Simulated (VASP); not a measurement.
# EuS (Fm-3m) in VASP: notebook

EuS is run at these levels: PBE+U; tasks: single point, relaxation of cell and atoms.

All numbers are computed with VASP 6.6.1; they aren't measurements. Logs are shortened: lines on timing, memory, paths and dates and some standing lists are left out, and cuts for length are marked.

### Step 1. The cell of the first run

Symmetry: Fm-3m, No. 225, cubic system. The conventional cell has a = 5.986 Å, b = 5.986 Å, c = 5.986 Å, α = 90.00°, β = 90.00°, γ = 90.00°. Eu (site symmetry m-3m) has 6 S at 2.99 Å within 3.9 Å. Within 3.9 Å of S (site symmetry m-3m) lie 6 Eu at 2.99 Å.

### Step 2. Single point, PBE+U, collinear spin, ferromagnetic start

The input, INCAR:

```
SYSTEM = EuS
  PREC = Accurate
  ENCUT = 520
  EDIFF = 1E-6
  ISMEAR = 0
  SIGMA = 0.02
  LREAL = .FALSE.
  LASPH = .TRUE.
  NELM = 150
  ALGO = Normal
  ISIF = 2
  LWAVE = .FALSE.
  LCHARG = .FALSE.
  ISPIN = 2
  MAGMOM = 7.55 0
  LORBIT = 11
  LMAXMIX = 6
  LDAU = .TRUE.
  LDAUTYPE = 2
  LDAUL = 3 -1
  LDAUU = 6 0
  LDAUJ = 0 0
  LDAUPRINT = 1
  GGA = PE
  NBANDS = 22
```

The input, KPOINTS:

```
regular mesh
0
G
  8 8 8
  0 0 0
```

The input, POSCAR:

```
EuS
1.0
    0.0000000000      2.9932267428      2.9932267428
    2.9932267428      0.0000000000      2.9932267428
    2.9932267428      2.9932267428      0.0000000000
Eu S
1 1
Direct
    0.5000000000      0.5000000000      0.5000000000
    0.0000000000      0.0000000000      0.0000000000
```

Potentials or basis: VASP PAW PBE potentials, release 64 (Eu, S).

Launch:

```
$ cat potpaw_PBE.64/Eu/POTCAR potpaw_PBE.64/S/POTCAR > POTCAR
$ mpirun -np 1 vasp_std > vasp.out
```

OUTCAR:

```text
SYSTEM = EuS
   PREC = Accurate
   ENCUT = 520
   EDIFF = 1E-6
   ISMEAR = 0
   LREAL = .FALSE.
   LASPH = .TRUE.
   NELM = 150
   ISIF = 2
   ISPIN = 2
   LORBIT = 11
   GGA = PE

 ion  position               nearest neighbor table
   1  0.500  0.500  0.500-   2 2.99   2 2.99   2 2.99   2 2.99   2 2.99   2 2.99
   2  0.000  0.000  0.000-   1 2.99   1 2.99   1 2.99   1 2.99   1 2.99   1 2.99

  LATTYP: Found a face centered cubic cell.
 ALAT       =     5.9864534856

  Lattice vectors:

 A1 = (   0.0000000000,   2.9932267428,   2.9932267428)
 A2 = (   2.9932267428,   0.0000000000,   2.9932267428)
 A3 = (   2.9932267428,   2.9932267428,   0.0000000000)

Analysis of symmetry for initial positions (statically):
=====================================================================
 Subroutine PRICEL returns:
 Original cell was already a primitive cell.

 Routine SETGRP: Setting up the symmetry group for a
 face centered cubic supercell.

 Subroutine GETGRP returns: Found 48 space group operations
 (whereof 48 operations were pure point group operations)
 out of a pool of 48 trial point group operations.

The static configuration has the point symmetry O_h .

Analysis of symmetry for dynamics (positions and initial velocities):
=====================================================================
 Subroutine PRICEL returns:
 Original cell was already a primitive cell.

 Routine SETGRP: Setting up the symmetry group for a
 face centered cubic supercell.

 Subroutine GETGRP returns: Found 48 space group operations
 (whereof 48 operations were pure point group operations)
 out of a pool of 48 trial point group operations.

The dynamic configuration has the point symmetry O_h .

Analysis of structural, dynamic, and magnetic symmetry:
=====================================================================
 Subroutine PRICEL returns:
 Original cell was already a primitive cell.

 Routine SETGRP: Setting up the symmetry group for a
 face centered cubic supercell.

 Subroutine GETGRP returns: Found 48 space group operations
 (whereof 48 operations were pure point group operations)
 out of a pool of 48 trial point group operations.

The overall configuration has the point symmetry O_h .

 Subroutine INISYM returns: Found 48 space group operations
 (whereof 48 operations are pure point group operations),
 and found     1 'primitive' translations

----------------------------------------------------------------------------------------

                                     Primitive cell

  volume of cell :      53.6351

  direct lattice vectors                    reciprocal lattice vectors
     0.000000000  2.993226743  2.993226743    -0.167043810  0.167043810  0.167043810
     2.993226743  0.000000000  2.993226743     0.167043810 -0.167043810  0.167043810
     2.993226743  2.993226743  0.000000000     0.167043810  0.167043810 -0.167043810

  length of vectors
     4.233061855  4.233061855  4.233061855     0.289328366  0.289328366  0.289328366

  position of ions in fractional coordinates (direct lattice)
     0.500000000  0.500000000  0.500000000
     0.000000000  0.000000000  0.000000000

  ion indices of the primitive-cell ions
   primitive index   ion index
                 1           1
                 2           2

----------------------------------------------------------------------------------------

 KPOINTS: regular mesh

Automatic generation of k-mesh.
 Grid dimensions read from file:
 generate k-points for:    8    8    8

[... 63 lines left out ...]
   EDIFF  = 0.1E-05   stopping-criterion for ELM
   LREAL  =      F    real-space projection
   EDIFFG = 0.1E-04   stopping-criterion for IOM
   NSW    =      0    number of steps for IOM
   IBRION =     -1    ionic relax: 0-MD 1-quasi-New 2-CG
   NFREE  =      0    steps in history (QN), initial steepest desc. (CG)
   ISIF   =      2    stress and relaxation
   ISYM   =      2    0-nonsym 1-usesym 2-fastsym
   POTIM  = 0.5000    time-step for ionic-motion
   TEBEG  =    0.0;   TEEND  =   0.0 temperature during run
   PSTRESS=    0.0 pullay stress
   NELECT =      23.0000    total number of electrons
   NUPDOWN=      -1.0000    fix difference up-down
   EMIN   =  10.00;   EMAX   =-10.00  energy-range for DOS
   EFERMI =   0.00;   METHOD = LEGACY
   ISMEAR =     0;   SIGMA  =   0.02  broadening in eV -4-tet -1-fermi 0-gaus
   EFERMI_NEDOS =   21; number of points for ismear=-14 and -15
   IALGO  =     38    algorithm
   IMIX   =      4    mixing-type and parameters
     AMIX     =   0.40;   BMIX     =  1.00
     AMIX_MAG =   1.60;   BMIX_MAG =  1.00
  volume/ion in A,a.u.               =      26.82       180.97
  Fermi-wavevector in a.u.,A,eV,Ry     =   1.234529  2.332921 20.736107  1.524061
  Thomas-Fermi vector in A             =   2.369215
   LORBIT       =     11    0 simple, 1 ext, 2 COOP (PROOUT), +10 PAW based schemes
 LDA+U is selected, type is set to LDAUTYPE =  2
[... 47 lines left out ...]
  o =  0.0024  v =  0.0000  0.0000  0.0000  0.0000  0.0000  0.0000  0.0000  0.7906  0.0000  0.6124  0.0000  0.0010 -0.0000 -0.0013      0.0000  0.0000  0.0000  0.0000  0.0000  0.0000  0.0000  0.0000  0.0000  0.0000  0.0000  0.0000  0.0000  0.0000
  o =  0.0024  v =  0.0000  0.0000  0.0000  0.0000  0.0000  0.0000  0.0000 -0.0013  0.0000 -0.0010 -0.0002  0.6124 -0.0000 -0.7906      0.0000  0.0000  0.0000  0.0000  0.0000  0.0000  0.0000  0.0000  0.0000  0.0000  0.0000  0.0000  0.0000  0.0000
  o =  0.9746  v = -0.0032 -0.0000 -0.0025 -0.4753  0.5388 -0.0000 -0.6956  0.0000  0.0000  0.0000  0.0000  0.0000  0.0000  0.0000      0.0000  0.0000  0.0000  0.0000  0.0000  0.0000  0.0000  0.0000  0.0000  0.0000  0.0000  0.0000  0.0000  0.0000
  o =  0.9746  v =  0.0042 -0.0000  0.0032 -0.8798 -0.2910 -0.0000  0.3757  0.0000  0.0000  0.0000  0.0000  0.0000  0.0000  0.0000      0.0000  0.0000  0.0000  0.0000  0.0000  0.0000  0.0000  0.0000  0.0000  0.0000  0.0000  0.0000  0.0000  0.0000
  o =  0.9746  v =  0.7906 -0.0000  0.6124  0.0027  0.0037 -0.0000 -0.0048  0.0000  0.0000  0.0000  0.0000  0.0000  0.0000  0.0000      0.0000  0.0000  0.0000  0.0000  0.0000  0.0000  0.0000  0.0000  0.0000  0.0000  0.0000  0.0000  0.0000  0.0000
  o =  0.9759  v = -0.0000 -1.0000  0.0000  0.0000 -0.0000  0.0000 -0.0000  0.0000  0.0000  0.0000  0.0000  0.0000  0.0000  0.0000      0.0000  0.0000  0.0000  0.0000  0.0000  0.0000  0.0000  0.0000  0.0000  0.0000  0.0000  0.0000  0.0000  0.0000
  o =  0.9764  v =  0.0009  0.0000 -0.0012  0.0000 -0.7701  0.2262 -0.5965  0.0000  0.0000  0.0000  0.0000  0.0000  0.0000  0.0000      0.0000  0.0000  0.0000  0.0000  0.0000  0.0000  0.0000  0.0000  0.0000  0.0000  0.0000  0.0000  0.0000  0.0000
  o =  0.9764  v =  0.6124 -0.0000 -0.7906 -0.0000  0.0021  0.0049  0.0016  0.0000  0.0000  0.0000  0.0000  0.0000  0.0000  0.0000      0.0000  0.0000  0.0000  0.0000  0.0000  0.0000  0.0000  0.0000  0.0000  0.0000  0.0000  0.0000  0.0000  0.0000
  o =  0.9764  v =  0.0033 -0.0000 -0.0043  0.0000 -0.1788 -0.9741 -0.1385  0.0000  0.0000  0.0000  0.0000  0.0000  0.0000  0.0000      0.0000  0.0000  0.0000  0.0000  0.0000  0.0000  0.0000  0.0000  0.0000  0.0000  0.0000  0.0000  0.0000  0.0000

 number of electron      23.0000007 magnetization       7.0000019

 Free energy of the ion-electron system (eV)
  ---------------------------------------------------
  ext. energy  EPLUGINS =         0.00000000
  ---------------------------------------------------
  free energy    TOTEN  =       -19.14382539 eV

  energy without entropy =      -19.14382539  energy(sigma->0) =      -19.14382539

 E-fermi :   3.3029     XC(G=0):  -9.4848

 val. band max:        3.1072366649   @ k =   0.0000   0.0000   0.0000
 cond. band min:       3.6055647098   @ k =   0.5000   0.5000   0.0000
 fundamental gap:      0.4983280448
 Fermi energy:         3.3029239890

 spin component 1

 k-point     1 :       0.0000    0.0000    0.0000
  band No.  band energies     occupation
      1     -36.5135      1.00000
      2     -15.3978      1.00000
      3     -15.3978      1.00000
      4     -15.3978      1.00000
      5      -9.2068      1.00000
      6       1.1820      1.00000
[... 1193 lines left out ...]
     21      13.1980      0.00000
     22      13.3495      0.00000

 [... further k-points ...]

------------------------ aborting loop because EDIFF is reached ----------------------------------------

  FORCE on cell =-STRESS in cart. coord.  units (eV):
  Direction    XX          YY          ZZ          XY          YZ          ZX
  --------------------------------------------------------------------------------------
  -------------------------------------------------------------------------------------
  Total        0.0784018      0.0784018      0.0784018      0.0000000      0.0000000     -0.0000000
  in kB        2.3420033      2.3420033      2.3420033      0.0000000      0.0000000     -0.0000000
  external PRESSURE =       2.3420033 kB  Pullay stress =       0.0000000 kB

 VOLUME and BASIS-vectors are now :
 -----------------------------------------------------------------------------
  energy-cutoff  :      520.00
  volume of cell :       53.64
      direct lattice vectors                 reciprocal lattice vectors
     0.000000000  2.993226743  2.993226743    -0.167043810  0.167043810  0.167043810
     2.993226743  0.000000000  2.993226743     0.167043810 -0.167043810  0.167043810
     2.993226743  2.993226743  0.000000000     0.167043810  0.167043810 -0.167043810

 POSITION                                       TOTAL-FORCE (eV/Angst)
 -----------------------------------------------------------------------------------
      2.99323      2.99323      2.99323         0.000000      0.000000      0.000000
      0.00000      0.00000      0.00000        -0.000000     -0.000000     -0.000000
 -----------------------------------------------------------------------------------
    total drift:                               -0.000000     -0.000000      0.000000

  FREE ENERGIE OF THE ION-ELECTRON SYSTEM (eV)
  ---------------------------------------------------
  free  energy   TOTEN  =       -19.1438253917 eV

  energy  without entropy=      -19.1438253917  energy(sigma->0) =      -19.14382539

 total charge

# of ion       s       p       d       f       tot
--------------------------------------------------
    1        2.029   5.789   0.237   6.830  14.885
    2        1.317   2.447   0.000   0.000   3.763
--------------------------------------------------
tot          3.345   8.235   0.237   6.830  18.648

 magnetization (x)

# of ion       s       p       d       f       tot
--------------------------------------------------
    1       -0.016  -0.119   0.044   6.813   6.722
    2       -0.006  -0.055   0.000   0.000  -0.061
--------------------------------------------------
tot         -0.022  -0.174   0.044   6.813   6.661
```

Run time: 35 s. Hardware: 1 thread of Intel Xeon 6975P-C (Granite Rapids), shared host; peak memory 0.24 GiB.

What came out:

```
Free energy                                           : -19.1438 eV
Pressure                                              : 0.2 GPa
Band gap on the k mesh                                : 0.50 eV (least direct gap 0.77 eV)
Net moment                                            : 7.00 μB per cell
Site moments                                          : Eu +6.72; S -0.06 μB
Valence electrons inside the program's atomic spheres : Eu 14.88; S 3.76
```

Levels at points of the mesh, in eV from the valence-band top:
Spin up:
```tsv
k point	band 13	band 14	band 15	band 16	band 17	band 18
(0.00, 0.00, 0.00)	0.00	0.00	0.00	2.01	2.40	2.40
(0.50, 0.00, 0.00)	-0.59	-0.56	-0.56	4.10	4.52	5.00
(0.50, 0.50, 0.00)	-0.58	-0.27	-0.27	0.50	4.42	4.42
```
Spin down:
| k point | band 4 | band 5 | band 6 | band 7 | band 8 | band 9 | band 10 | band 11 | band 12 | band 13 |
| --- | --- | --- | --- | --- | --- | --- | --- | --- | --- | --- |
| (0.00, 0.00, 0.00) | -16.23 | -12.33 | -1.46 | -1.46 | -1.46 | 2.44 | 3.05 | 3.05 | 3.05 | 4.00 |
| (0.50, 0.00, 0.00) | -16.26 | -11.34 | -4.00 | -2.60 | -2.60 | 4.26 | 5.20 | 5.98 | 5.98 | 7.48 |
| (0.50, 0.50, 0.00) | -16.36 | -12.00 | -2.62 | -1.82 | -1.82 | 1.01 | 5.02 | 5.26 | 6.74 | 7.24 |

Eigenvalues of the final occupation matrices:
```
    site  spin  trace                         eigenvalues
site 1 f     1   6.83  0.97 0.97 0.97 0.98 0.98 0.98 0.98
site 1 f     2   0.01  0.00 0.00 0.00 0.00 0.00 0.00 0.00
```

Caveat: spin-orbit coupling is left out, which moves the levels of the heavy elements; a cell with one magnetic atom can't hold antiferromagnetic order, which such compounds often take.

### Step 3. Relaxation of cell and atoms, PBE+U, collinear spin, ferromagnetic start

This run uses another cell than the first one, of 26.42 Å³/atom.

The input, INCAR:

```
SYSTEM = EuS
PREC = Accurate
ENCUT = 600
EDIFF = 1E-6
ISMEAR = 0
SIGMA = 0.02
LREAL = .False.
LASPH = .True.
NELM = 150
ALGO = Fast
ISIF = 3
LWAVE = .False.
LCHARG = .False.
ISPIN = 2
MAGMOM = 7.55 0
LORBIT = 11
LMAXMIX = 6
LDAU = .True.
LDAUTYPE = 2
LDAUL = 3 -1
LDAUU = 6 0
LDAUJ = 0 0
LDAUPRINT = 1
GGA = PE
IBRION = 2
NSW = 100
EDIFFG = -0.005
```

The input, KPOINTS:

```
regular mesh
0
Gamma
  8 8 8
  0 0 0
```

The input, POSCAR:

```
EuS
1.0
    0.0000000000      2.9785018670      2.9785018670
    2.9785018670      0.0000000000      2.9785018670
    2.9785018670      2.9785018670      0.0000000000
Eu S
1 1
Direct
    0.5000000000      0.5000000000      0.5000000000
    0.0000000000      0.0000000000      0.0000000000
```

Potentials or basis: VASP PAW PBE potentials, release 64 (Eu, S).

Launch:

```
$ cat potpaw_PBE.64/Eu/POTCAR potpaw_PBE.64/S/POTCAR > POTCAR
$ mpirun -np 1 vasp_std > vasp.out
```

It took 6 min on 1 thread of Intel Xeon 6975P-C (Granite Rapids), shared host; peak memory 0.31 GiB.

It converged, with:

```
Free energy                                           : -19.1456 eV
Relaxed volume                                        : 27.02 Å³/atom
Relaxed cell                                          : a = 4.244 Å, b = 4.244 Å, c = 4.244 Å, α = 60.00°, β = 60.00°, γ = 60.00°
Space group after relaxing (to 0.1 Å)                 : Fm-3m (No. 225)
Energy gained by relaxing                             : 1.7 meV/atom
Ionic steps                                           : 7
Pressure after relaxing                               : 0.0 GPa
Band gap on the k mesh                                : 0.54 eV (least direct gap 0.80 eV)
Net moment                                            : 7.00 μB per cell
Site moments                                          : Eu +6.72; S -0.06 μB
Valence electrons inside the program's atomic spheres : Eu 14.88; S 3.76
```

Step by step:
```csv
step,energy change (eV),largest force (eV/Å),pressure (GPa),volume (Å³)
1,0.0000,0.0000,1.04,52.85
2,-0.0034,0.0000,-0.22,54.17
3,-0.0035,0.0000,0.03,53.93
4,-0.0035,0.0000,0.07,53.96
5,-0.0035,0.0000,-0.12,54.07
6,-0.0035,0.0000,0.20,54.00
7,-0.0035,0.0000,-0.02,54.04
```

Final structure:
```yaml
crystal:
  lattice:
    - [0.00000, 3.00076, 3.00076]
    - [3.00076, 0.00000, 3.00076]
    - [3.00076, 3.00076, 0.00000]
  atoms:
    - { symbol: Eu, position: [0.50000, 0.50000, 0.50000] }
    - { symbol: S, position: [0.00000, 0.00000, 0.00000] }
```

Levels at points of the mesh, in eV from the valence-band top:
Spin up:
```tsv
k point	band 12	band 13	band 14	band 15	band 16	band 17	band 18	band 19
(0.00, 0.00, 0.00)	-0.55	0.00	0.00	0.00	1.99	2.43	2.43	3.29
(0.50, 0.00, 0.00)	-0.58	-0.58	-0.56	-0.55	4.59	6.29	9.25	12.15
(0.50, 0.50, 0.00)	-0.60	-0.58	-0.27	-0.27	0.54	6.85	7.65	10.25
```
Spin down:
```csv
k point,band 6,band 7,band 8,band 9,band 10,band 11
"(0.00, 0.00, 0.00)",-1.43,-1.43,-1.43,2.42,3.07,3.07
"(0.50, 0.00, 0.00)",-3.96,-2.57,-2.57,4.26,5.19,5.97
"(0.50, 0.50, 0.00)",-2.59,-1.80,-1.80,1.05,5.00,5.27
```

Eigenvalues of the final occupation matrices:
| site | spin | trace | eigenvalues |
| --- | --- | --- | --- |
| site 1 f | 1 | 6.83 | 0.97 0.97 0.97 0.98 0.98 0.98 0.98 |
| site 1 f | 2 | 0.01 | 0.00 0.00 0.00 0.00 0.00 0.00 0.00 |

Caveat: spin-orbit coupling is left out, which moves the levels of the heavy elements; a cell with one magnetic atom can't hold antiferromagnetic order, which such compounds often take.

### Step 4. Single point, PBE+U, collinear spin, ferromagnetic start

The input, INCAR:

```
PREC = Accurate
ENCUT = 520
EDIFF = 1E-7
ISMEAR = 0
SIGMA = 0.05
LREAL = False
LASPH = True
NELM = 150
ALGO = Fast
ISIF = 2
LWAVE = False
LCHARG = False
ISPIN = 2
MAGMOM = 7.56 0
LORBIT = 11
LMAXMIX = 6
LDAU = True
LDAUTYPE = 2
LDAUL = 3 -1
LDAUU = 6 0
LDAUJ = 0 0
LDAUPRINT = 1
GGA = PE
NBANDS = 22
```

The input, KPOINTS:

```
Automatic mesh
0
Gamma
  5 5 5
```

The input, POSCAR:

```
EuS
1.0
    4.2330618550      0.0000000000      0.0000000000
   -2.1165309275      3.6659391022      0.0000000000
    2.1165309275      1.2219797007      3.4562805314
Eu S
1 1
Direct
    0.0000000000      0.5000000000      0.5000000000
    0.0000000000      0.0000000000      0.0000000000
```

Launch:

```
$ cat potpaw_PBE.64/Eu/POTCAR potpaw_PBE.64/S/POTCAR > POTCAR
$ mpirun -np 1 vasp_std > vasp.out
```

Run time: 56 s. Hardware: 1 thread of Intel Xeon 6975P-C (Granite Rapids), shared host; peak memory 0.22 GiB.

Results (log left out):

```yaml
Free_energy: -19.1404 eV
Pressure: 0.3 GPa
Band_gap_on_the_k_mesh: 0.64 eV (least direct gap 0.91 eV)
Net_moment: 7.00 μB per cell
Site_moments: Eu +6.72; S -0.06 μB
Valence_electrons_inside_the_program's_atomic_spheres: Eu 14.89; S 3.76
```

Levels at points of the mesh, in eV from the valence-band top:
Spin up:
```tsv
k point	band 11	band 12	band 13	band 14	band 15	band 16	band 17	band 18	band 19	band 20
(0.00, 0.00, 0.00)	-0.56	-0.56	0.00	0.00	0.00	2.01	2.40	2.40	2.40	3.27
```
Spin down:
| k point | band 6 | band 7 | band 8 | band 9 | band 10 | band 11 |
| --- | --- | --- | --- | --- | --- | --- |
| (0.00, 0.00, 0.00) | -1.46 | -1.46 | -1.46 | 2.44 | 3.04 | 3.04 |

Eigenvalues of the final occupation matrices:
| site | spin | trace | eigenvalues |
| --- | --- | --- | --- |
| site 1 f | 1 | 6.83 | 0.97 0.97 0.97 0.98 0.98 0.98 0.98 |
| site 1 f | 2 | 0.01 | 0.00 0.00 0.00 0.00 0.00 0.00 0.00 |

Caveat: spin-orbit coupling is left out, which moves the levels of the heavy elements; an odd mesh through Γ misses points on the zone boundary, where band edges can lie; a cell with one magnetic atom can't hold antiferromagnetic order, which such compounds often take.

### Step 5. Summary

| task | cell | k mesh | cutoff (eV) | smearing | gap on the mesh (eV) | pressure (GPa) | moment (μB) |
| --- | --- | --- | --- | --- | --- | --- | --- |
| single point | a = 4.233 Å, angles 60.0°, 2 atoms, atomic positions A | 8 × 8 × 8 | 520 | gaussian 0.02 eV | 0.50 | 0.2 | 7.00 |
| relaxation of cell and atoms | relaxed from a = 4.212 Å, angles 60.0°, 2 atoms, atomic positions A | 8 × 8 × 8 | 600 | gaussian 0.02 eV | 0.54 | 0.0 | 7.00 |
| single point | a = 4.233 Å, angles 90.0, 60.0, 120.0°, 2 atoms, atomic positions B | 5 × 5 × 5 | 520 | gaussian 0.05 eV | 0.64 | 0.3 | 7.00 |

Alike in all rows: level PBE+U; potentials or basis VASP PAW PBE potentials, release 64 (Eu, S); spin collinear, ferromagnetic start; Eu f U = 6.0 eV.

Caveats: spin-orbit coupling is left out, which moves the levels of the heavy elements; a cell with one magnetic atom can't hold antiferromagnetic order, which such compounds often take; an odd mesh through Γ misses points on the zone boundary, where band edges can lie (at least some runs).

Absolute energies hang on the potentials; compare differences alone.
